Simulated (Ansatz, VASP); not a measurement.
## HfB2: VASP beside Ansatz

```
Hf B
1.0
     3.18132    0.00000    0.00000
    -1.59066    2.75510    0.00000
     0.00000    0.00000    3.52579
Hf B
1 2
Direct
  0.00000 0.00000 0.00000
  0.33333 0.66667 0.50000
  0.66667 0.33333 0.50000
```

Change from the starting cell: volume scaled by 1.04.

Alike in both runs: task single point; functional PBEsol; k mesh 13 × 13 × 11; occupations fermi-dirac, width 0.05 eV; no spin polarisation.

|  | VASP | Ansatz |
| --- | --- | --- |
| version | VASP 6.6.1 | Ansatz 0.2.0 |
| potentials or method | VASP PAW PBE potentials, release 64 (Hf_pv, B), cutoff 520 eV | all-electron LAPW, scalar-relativistic |

Ansatz gave:

- pressure (GPa): -13.2

Q: What did VASP give for the same quantities?

A: Pressure (GPa): -13.5.

VASP's potentials were made for PBE, not for PBEsol. Ansatz ran all-electron here, and VASP with PAW potentials.

Spin-orbit coupling is off throughout.
